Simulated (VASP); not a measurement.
**CO2: single point with PBE**

CO2:

```
C O
1.0
     5.87821    0.00000    0.00000
     0.00000    5.87821    0.00000
     0.00000    0.00000    6.02164
C O
4 8
Direct
  0.00000 0.00000 0.00000
  0.50000 0.00000 0.50000
  0.50000 0.50000 0.00000
  0.00000 0.50000 0.50000
  0.11148 0.11148 0.11148
  0.38852 0.88852 0.61148
  0.61148 0.38852 0.88852
  0.88852 0.61148 0.38852
  0.88852 0.88852 0.88852
  0.61148 0.11148 0.38852
  0.38852 0.61148 0.11148
  0.11148 0.38852 0.61148
```

| Quantity | Value |
| --- | --- |
| Program | VASP 6.6.1 |
| Task | single point |
| Functional | PBE |
| Potentials or basis | VASP PAW PBE potentials, release 64 (C, O) |
| Cutoff | 520 eV |
| k mesh | 4 × 4 × 4 |
| Occupations | gaussian, width 0.05 eV |
| Spin | no spin polarisation |
| Dipole correction | no |
| Further INCAR settings | ALGO = Normal; EDIFF = 1e-07; NBANDS = 44 |

```json
{"Pressure": "8.3 GPa", "Largest force": "3.571 eV/Å", "Band gap on the k mesh": "6.82 eV"}
```

Forces on the atoms (eV/Å):
```
C    0.000  0.000  0.000
C    0.000  0.000  0.000
C    0.000  0.000  0.000
C    0.000  0.000  0.000
O    2.044  2.048  2.092
O   -2.044 -2.048  2.092
O    2.044 -2.048 -2.092
O   -2.044  2.048 -2.092
O   -2.044 -2.048 -2.092
O    2.044  2.048 -2.092
O   -2.044  2.048  2.092
O    2.044 -2.048  2.092
```

Stress tensor (GPa, compression positive):
```
8.17 0.00 0.00
0.00 8.18 0.00
0.00 0.00 8.48
```

Levels at points of the mesh, in eV from the valence-band top:
```
           k point  band 30  band 31  band 32  band 33  band 34  band 35
(0.00, 0.00, 0.00)    -0.13    -0.03     0.00     6.82     8.59     8.62
(0.50, 0.00, 0.00)    -0.20    -0.07    -0.07     8.18     8.18     8.54
(0.00, 0.50, 0.00)    -0.20    -0.07    -0.07     8.18     8.18     8.52
(0.50, 0.50, 0.00)    -0.20    -0.20    -0.20     8.48     8.48     8.48
(0.00, 0.00, 0.50)    -0.21    -0.06    -0.06     8.11     8.11     8.52
(0.50, 0.00, 0.50)    -0.19    -0.19    -0.19     8.48     8.48     8.48
(0.00, 0.50, 0.50)    -0.20    -0.20    -0.20     8.47     8.47     8.47
(0.50, 0.50, 0.50)    -0.20    -0.20    -0.20     8.57     8.57     8.57
```

Run time: 110 s on 1 thread of Intel(R) Xeon(R) Platinum 8488C (Sapphire Rapids), on a shared host, peak memory 0.41 GiB.

Caveat: the cell stands under pressure; this functional lacks dispersion, which holds the molecules together, so the pressure and a relaxed volume are unreliable; forces of over 1 eV/Å act on the atoms, so gaps and moduli don't describe the material at rest. A k mesh can miss the band edges.
